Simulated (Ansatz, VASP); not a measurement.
# Pd in VASP and in Ansatz

Contents of INCAR:

```
SYSTEM = Pd
PREC = Accurate
ENCUT = 600
EDIFF = 1E-7
ISMEAR = -1
SIGMA = 0.05
LREAL = .FALSE.
LASPH = .TRUE.
NELM = 100
ALGO = Normal
ISIF = 3
LWAVE = .FALSE.
LCHARG = .FALSE.
GGA = PE
IBRION = 2
NSW = 60
EDIFFG = -0.005
```

The input KPOINTS:

```
Automatic mesh
0
G
  17 17 17
  0 0 0
```

Contents of POSCAR:

```
Pd
1.0
    0.0000000000      1.9734833199      1.9734833199
    1.9734833199      0.0000000000      1.9734833199
    1.9734833199      1.9734833199      0.0000000000
Pd
1
Direct
    0.0000000000      0.0000000000      0.0000000000
```

Input for Ansatz:

```yaml
crystal:
  lattice:
    - [0.0, 1.9734833199, 1.9734833199]
    - [1.9734833199, 0.0, 1.9734833199]
    - [1.9734833199, 1.9734833199, 0.0]
  atoms:
    - { symbol: Pd, position: [0.0, 0.0, 0.0] }
kpoints:
  mp_grid: { grid: [17, 17, 17] }
scf:
  occupations: { method: fermi_dirac, width: 0.05 }
hamiltonian:
  xc: pbe
  pseudopotentials: { kind: paw }
output:
  forces: true
  stress: true
relax:
  f_tol: 0.005
  max_steps: 40
  cell: {}
```

Alike in both runs: task relaxation of cell and atoms; functional PBE; k mesh 17 × 17 × 17; occupations fermi-dirac, width 0.05 eV; no spin polarisation.

```csv
,VASP,Ansatz
version,VASP 6.6.1,Ansatz 0.2.0
potentials or method,"VASP PAW PBE potentials, release 64 (Pd)","PAW with Ansatz's default frozen-core files, scalar-relativistic"
plane-wave cutoff (eV),600,420
valence electrons in the cell,10,18
```

|  | VASP | Ansatz | Ansatz less VASP |
| --- | --- | --- | --- |
| relaxed volume (Å³/atom) | 15.30 | 15.33 | +0.031 |
| relaxed length of the cell vector where the two differ most in proportion (Å) | 2.787 | 2.788 | +0.0019 |

VASP's potentials hold 10 valence electrons a cell and Ansatz's 18, so a difference there can come from the potentials and not from the codes.
